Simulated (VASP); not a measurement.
Set up this calculation in VASP 6.6.1, as the native input.

| Item | Value |
| --- | --- |
| Task | density of states |
| Functional | PBEsol |
| Potentials or basis | VASP PAW PBE potentials, release 64 (Rh_pv) |
| Cutoff | 520 eV |
| k mesh | 18 × 18 × 18 |
| Occupations | gaussian, width 0.05 eV |
| Spin | no spin polarisation |
| Dipole correction | no |
| k mesh for the DOS | 27 × 27 × 27 |
| Occupations for the DOS | tetrahedron |
| Further INCAR settings | ALGO = Normal; EDIFF = 1e-06 |

Rh:

```
Rh
1.0
     0.00000    1.88985    1.88985
     1.88985    0.00000    1.88985
     1.88985    1.88985    0.00000
Rh
1
Direct
  0.00000 0.00000 0.00000
```

These files were run (other wordings do the same):

POSCAR

```
Rh
1.0
    0.0000000000      1.8898544543      1.8898544543
    1.8898544543      0.0000000000      1.8898544543
    1.8898544543      1.8898544543      0.0000000000
Rh
1
Direct
    0.0000000000      0.0000000000      0.0000000000
```

INCAR.step1

```
PREC = Accurate
ENCUT = 520
EDIFF = 1E-6
ISMEAR = 0
SIGMA = 0.05
LREAL = False
LASPH = True
NELM = 100
ALGO = Normal
ISIF = 2
LWAVE = False
LCHARG = True
LMAXMIX = 4
GGA = PS
NBANDS = 14
```

KPOINTS.step1

```
regular mesh
0
Gamma
  18 18 18
```

INCAR.step2

```
PREC = Accurate
ENCUT = 520
EDIFF = 1E-6
ISMEAR = -5
SIGMA = 0.05
LREAL = False
LASPH = True
NELM = 100
ALGO = Normal
ISIF = 2
LWAVE = False
LCHARG = False
LMAXMIX = 4
GGA = PS
LORBIT = 11
NEDOS = 1001
ICHARG = 11
```

KPOINTS.step2

```
regular mesh
0
Gamma
  27 27 27
```

Potentials or basis: VASP PAW PBE potentials, release 64 (Rh_pv).

Launch:

```console
$ cat potpaw_PBE.64/Rh_pv/POTCAR > POTCAR
$ cp INCAR.step1 INCAR
$ cp KPOINTS.step1 KPOINTS
$ mpirun -np 1 vasp_std > vasp.out
$ cp INCAR.step2 INCAR
$ cp KPOINTS.step2 KPOINTS
$ mpirun -np 1 vasp_std > vasp.out
```

Results of the run:

```
Valence electrons inside the program's atomic spheres : Rh 13.81
```

Run time: 64 s on 1 thread of Intel Xeon 6975P-C, on a shared host, peak memory 0.19 GiB.
